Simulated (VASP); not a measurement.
# WSe2 in VASP: notebook

WSe2 is run at these levels: PBEsol; tasks: single point.

All numbers are computed with VASP 6.6.1; they aren't measurements. Logs are shortened: lines on timing, memory, paths and dates and some standing lists are left out, and cuts for length are marked.

**1. The cell of the first run**

The cell holds a slab with vacuum, 3 atoms: a = 3.270 Å, b = 3.270 Å, c = 16.661 Å, α = 90.00°, β = 90.00°, γ = 120.00°.

**2. Single point, PBEsol (all W atoms moved +0.037 Å, as atom 1 along Cartesian [0 0 1])**

File INCAR:

```
SYSTEM = WSe2
PREC = Accurate ; ENCUT = 520
EDIFF = 1E-7 ; ISMEAR = 0
SIGMA = 0.05 ; LREAL = .False.
LASPH = .True. ; NELM = 100
ALGO = Normal ; ISIF = 2
LWAVE = .False. ; LCHARG = .False.
GGA = PS ; NBANDS = 20
```

File KPOINTS:

```
Automatic mesh
0
Gamma
  12 12 2
  0 0 0
```

File POSCAR:

```
WSe2
1.0
    3.2702526784      0.0000000000      0.0000000000
   -1.6351263392      2.8321218963      0.0000000000
    0.0000000000      0.0000000000     16.6612169706
W Se
1 2
Direct
    0.0000000000      0.0000000000      0.0022507359
    0.3333333333      0.6666666667      0.1003992721
    0.3333333333      0.6666666667      0.8996007279
```

Potentials or basis: VASP PAW PBE potentials, release 64 (W_sv, Se).

On the command line:

```
cat potpaw_PBE.64/W_sv/POTCAR potpaw_PBE.64/Se/POTCAR > POTCAR
mpirun -np 1 vasp_std > vasp.out
```

OUTCAR:

```text
SYSTEM = WSe2
   PREC = Accurate
   ENCUT = 520
   EDIFF = 1E-7
   ISMEAR = 0
   LREAL = .False.
   LASPH = .True.
   NELM = 100
   ISIF = 2
   GGA = PS

 ion  position               nearest neighbor table
   1  0.000  0.000  0.002-   2 2.50   2 2.50   2 2.50   3 2.55   3 2.55   3 2.55
   2  0.333  0.667  0.100-   1 2.50   1 2.50   1 2.50
   3  0.333  0.667  0.900-   1 2.55   1 2.55   1 2.55

  LATTYP: Found a hexagonal cell.
 ALAT       =     3.2702526784
 C/A-ratio  =     5.0947797033

  Lattice vectors:

 A1 = (   3.2702526784,   0.0000000000,   0.0000000000)
 A2 = (  -1.6351263392,   2.8321218963,   0.0000000000)
 A3 = (   0.0000000000,   0.0000000000,  16.6612169706)

Analysis of symmetry for initial positions (statically):
=====================================================================
 Subroutine PRICEL returns:
 Original cell was already a primitive cell.

 Routine SETGRP: Setting up the symmetry group for a
 hexagonal supercell.

 Subroutine GETGRP returns: Found  6 space group operations
 (whereof  6 operations were pure point group operations)
 out of a pool of 24 trial point group operations.

The static configuration has the point symmetry C_3v.

Analysis of symmetry for dynamics (positions and initial velocities):
=====================================================================
 Subroutine PRICEL returns:
 Original cell was already a primitive cell.

 Routine SETGRP: Setting up the symmetry group for a
 hexagonal supercell.

 Subroutine GETGRP returns: Found  6 space group operations
 (whereof  6 operations were pure point group operations)
 out of a pool of 24 trial point group operations.

The dynamic configuration has the point symmetry C_3v.

 Subroutine INISYM returns: Found  6 space group operations
 (whereof  6 operations are pure point group operations),
 and found     1 'primitive' translations

----------------------------------------------------------------------------------------

                                     Primitive cell

  volume of cell :     154.3121

  direct lattice vectors                    reciprocal lattice vectors
     3.270252678  0.000000000  0.000000000     0.305786769  0.176546073  0.000000000
    -1.635126339  2.832121896  0.000000000     0.000000000  0.353092147  0.000000000
[... 77 lines left out ...]
 SYSTEM =  WSe2
   PREC   = accura    normal or accurate (medium, high low for compatibility)
   ISTART =      0    job   : 0-new  1-cont  2-samecut
   ICHARG =      2    charge: 1-file 2-atom 10-const
   ISPIN  =      1    spin polarized calculation?
   LNONCOLLINEAR =      F non collinear calculations
   LSORBIT =      F    spin-orbit coupling
   LASPH  =      T    aspherical Exc in radial PAW
   ENCUT  =  520.0 eV  38.22 Ry    6.18 a.u.   6.08  6.08 30.98*2*pi/ulx,y,z
   NELM   =    100;   NELMIN=  2; NELMDL= -5     # of ELM steps
   EDIFF  = 0.1E-06   stopping-criterion for ELM
   LREAL  =      F    real-space projection
   EDIFFG = 0.1E-05   stopping-criterion for IOM
   NSW    =      0    number of steps for IOM
   IBRION =     -1    ionic relax: 0-MD 1-quasi-New 2-CG
   NFREE  =      0    steps in history (QN), initial steepest desc. (CG)
   ISIF   =      2    stress and relaxation
   ISYM   =      2    0-nonsym 1-usesym 2-fastsym
   POTIM  = 0.5000    time-step for ionic-motion
   TEBEG  =    0.0;   TEEND  =   0.0 temperature during run
   PSTRESS=    0.0 pullay stress
   NELECT =      26.0000    total number of electrons
   NUPDOWN=      -1.0000    fix difference up-down
   EMIN   =  10.00;   EMAX   =-10.00  energy-range for DOS
   EFERMI =   0.00;   METHOD = LEGACY
   ISMEAR =     0;   SIGMA  =   0.05  broadening in eV -4-tet -1-fermi 0-gaus
   EFERMI_NEDOS =   21; number of points for ismear=-14 and -15
   IALGO  =     38    algorithm
   IMIX   =      4    mixing-type and parameters
     AMIX     =   0.40;   BMIX     =  1.00
     AMIX_MAG =   1.60;   BMIX_MAG =  1.00
  volume/ion in A,a.u.               =      51.44       347.12
  Fermi-wavevector in a.u.,A,eV,Ry     =   0.904203  1.708696 11.123894  0.817583
  Thomas-Fermi vector in A             =   2.027621
   LORBIT       =      0    0 simple, 1 ext, 2 COOP (PROOUT), +10 PAW based schemes
   GGA     = PS    functional components
   LHFCALC =     F    Hartree Fock is set to
   AEXX    =    0.0000 exact exchange contribution
   IVDW    =     0    specifies the selected vdW correction
   LEPSILON=     F    determine dielectric tensor
   LRPA    =     F    only Hartree local field effects (RPA)
 non-spin polarized calculation
 Gauss-broadening in eV      SIGMA  =   0.05
  energy-cutoff  :      520.00
  volume of cell :      154.31
 maximum number of plane-waves:      4212
   NGX = 13   NGY = 13   NGZ = 61

 number of electron      26.0000001 magnetization

 Free energy of the ion-electron system (eV)
  ---------------------------------------------------
  ext. energy  EPLUGINS =         0.00000000
  ---------------------------------------------------
  free energy    TOTEN  =       -23.21391013 eV

  energy without entropy =      -23.21391013  energy(sigma->0) =      -23.21391013

 E-fermi :  -0.6218     XC(G=0):  -4.8457

 val. band max:       -0.8279954342   @ k =   0.3333   0.3333   0.0000
 cond. band min:       0.8496496680   @ k =   0.1667   0.1667   0.0000
 fundamental gap:      1.6776451022
 Fermi energy:        -0.6218372337

 k-point     1 :       0.0000    0.0000    0.0000
  band No.  band energies     occupation
      1     -74.7645      2.00000
      2     -39.0312      2.00000
      3     -38.8807      2.00000
      4     -38.8807      2.00000
      5     -15.7249      2.00000
      6     -14.4190      2.00000
[... 541 lines left out ...]
     19       5.8073      0.00000
     20       5.9130      0.00000

 [... further k-points ...]
[... 5 lines left out ...]
  --------------------------------------------------------------------------------------
  -------------------------------------------------------------------------------------
  Total        0.1875044      0.1875044      0.2322318      0.0000000      0.0000000     -0.0000000
  in kB        1.9468030      1.9468030      2.4111951      0.0000000      0.0000000     -0.0000000
  external PRESSURE =       2.1016004 kB  Pullay stress =       0.0000000 kB

 VOLUME and BASIS-vectors are now :
 -----------------------------------------------------------------------------
  energy-cutoff  :      520.00
  volume of cell :      154.31
      direct lattice vectors                 reciprocal lattice vectors
     3.270252678  0.000000000  0.000000000     0.305786769  0.176546073  0.000000000
    -1.635126339  2.832121896  0.000000000     0.000000000  0.353092147  0.000000000
     0.000000000  0.000000000 16.661216971     0.000000000  0.000000000  0.060019625

 POSITION                                       TOTAL-FORCE (eV/Angst)
 -----------------------------------------------------------------------------------
      0.00000      0.00000      0.03750        -0.000000      0.000000     -1.122530
     -0.00000      1.88808      1.67277         0.000000     -0.000000      0.646453
     -0.00000      1.88808     14.98844        -0.000000     -0.000000      0.476078
 -----------------------------------------------------------------------------------
    total drift:                                0.000000     -0.000000     -0.000125

  FREE ENERGIE OF THE ION-ELECTRON SYSTEM (eV)
  ---------------------------------------------------
  free  energy   TOTEN  =       -23.2139101313 eV

  energy  without entropy=      -23.2139101313  energy(sigma->0) =      -23.21391013
```

OSZICAR:

```text
N       E                     dE             d eps       ncg     rms          rms(c)
DAV:   1     0.170418560735E+03    0.17042E+03   -0.12074E+04  1808   0.110E+03
DAV:   2    -0.109352102033E+02   -0.18135E+03   -0.17486E+03  1964   0.259E+02
DAV:   3    -0.239869989353E+02   -0.13052E+02   -0.12951E+02  2020   0.641E+01
[... 14 lines left out ...]
DAV:  18    -0.232139019538E+02   -0.31229E-04   -0.19443E-06  1700   0.361E-03    0.698E-04
DAV:  19    -0.232139084728E+02   -0.65190E-05   -0.29186E-07  1656   0.176E-03    0.793E-04
DAV:  20    -0.232139096991E+02   -0.12263E-05   -0.28652E-08  1484   0.524E-04    0.324E-04
DAV:  21    -0.232139100707E+02   -0.37155E-06   -0.96788E-09  1396   0.270E-04    0.180E-04
DAV:  22    -0.232139101313E+02   -0.60650E-07   -0.14453E-09  1244   0.117E-04
   1 F= -.23213910E+02 E0= -.23213910E+02  d E =-.161958E-10
```

stdout:

```text
POSCAR found type information on POSCAR W Se
 POSCAR found :  2 types and       3 ions
 scaLAPACK will be used
 -----------------------------------------------------------------------------
|                                                                             |
|                                                                             |
|     You enforced a specific xc type in the INCAR file but a different       |
|     I HOPE YOU KNOW WHAT YOU ARE DOING!                                     |
|                                                                             |
 -----------------------------------------------------------------------------

 LDA part: xc-table for (Slater+PW92), standard interpolation
 POSCAR, INCAR and KPOINTS ok, starting setup
 FFT: planning ... GRIDC
 FFT: planning ... GRID_SOFT
 FFT: planning ... GRID
 WAVECAR not read
 entering main loop
```

It took 3.8 min on 1 thread of Intel Xeon 8259CL, shared host; peak memory 0.32 GiB.

Results:

| Item | Value |
| --- | --- |
| Free energy | -23.2139 eV |
| Largest force | 1.123 eV/Å |
| Band gap on the k mesh | 1.68 eV (least direct gap 1.69 eV) |

Forces on the atoms (eV/Å):
```
W    0.000  0.000 -1.123
Se   0.000  0.000  0.646
Se   0.000  0.000  0.476
```

Caveat: the cell differs from its parent crystal (all W atoms moved +0.037 Å, as atom 1 along Cartesian [0 0 1]); there is no dipole correction, which matters where the two faces differ; the PAW data sets were made with another functional, which shifts forces and pressure a little; spin-orbit coupling is left out, which moves the levels of the heavy elements.

**3. Single point, PBEsol (all W atoms moved +0.013 Å, as atom 1 along Cartesian [0 0 1])**

File INCAR:

```
PREC = Accurate
ENCUT = 520
EDIFF = 1E-6
ISMEAR = 0
SIGMA = 0.05
LREAL = False
LASPH = True
NELM = 80
ALGO = Normal
ISIF = 2
LWAVE = False
LCHARG = False
GGA = PS
NBANDS = 20
```

File KPOINTS:

```
Automatic mesh
0
Gamma
  12 12 2
```

POSCAR: that of step 2 with these lines changed.

```diff
@@ -8,3 +8,3 @@
 Direct
-    0.0000000000      0.0000000000      0.0022507359
+    0.0000000000      0.0000000000      0.0007502453
     0.3333333333      0.6666666667      0.1003992721
```

Potentials or basis: VASP PAW PBE potentials, release 64 (W_sv, Se).

On the command line:

```
cat potpaw_PBE.64/W_sv/POTCAR potpaw_PBE.64/Se/POTCAR > POTCAR
mpirun -np 1 vasp_std > vasp.out
```

Wall time 3.4 min (1 thread of Intel Xeon 8259CL, shared host); peak memory 0.31 GiB.

The run converged. Its results:

| Property | Result |
| --- | --- |
| Free energy | -23.2326 eV |
| Largest force | 0.374 eV/Å |
| Band gap on the k mesh | 1.69 eV |

Forces on the atoms (eV/Å):
```
W    0.000  0.000 -0.374
Se   0.000  0.000  0.250
Se   0.000  0.000  0.124
```

Levels at points of the mesh, in eV from the valence-band top:
```csv
k point,band 10,band 11,band 12,band 13,band 14,band 15,band 16,band 17
"(0.00, 0.00, 0.00)",-2.25,-1.17,-1.17,-0.41,3.06,3.06,3.27,3.27
"(0.50, 0.00, 0.00)",-3.00,-2.18,-1.02,-0.84,2.53,2.86,3.76,4.45
"(0.00, 0.00, 0.50)",-2.25,-1.17,-1.17,-0.41,3.06,3.06,3.27,3.27
"(0.50, 0.00, 0.50)",-3.00,-2.18,-1.02,-0.84,2.53,2.86,3.76,4.45
```

Caveat: the cell differs from its parent crystal (all W atoms moved +0.013 Å, as atom 1 along Cartesian [0 0 1]); there is no dipole correction, which matters where the two faces differ; the PAW data sets were made with another functional, which shifts forces and pressure a little; spin-orbit coupling is left out, which moves the levels of the heavy elements.
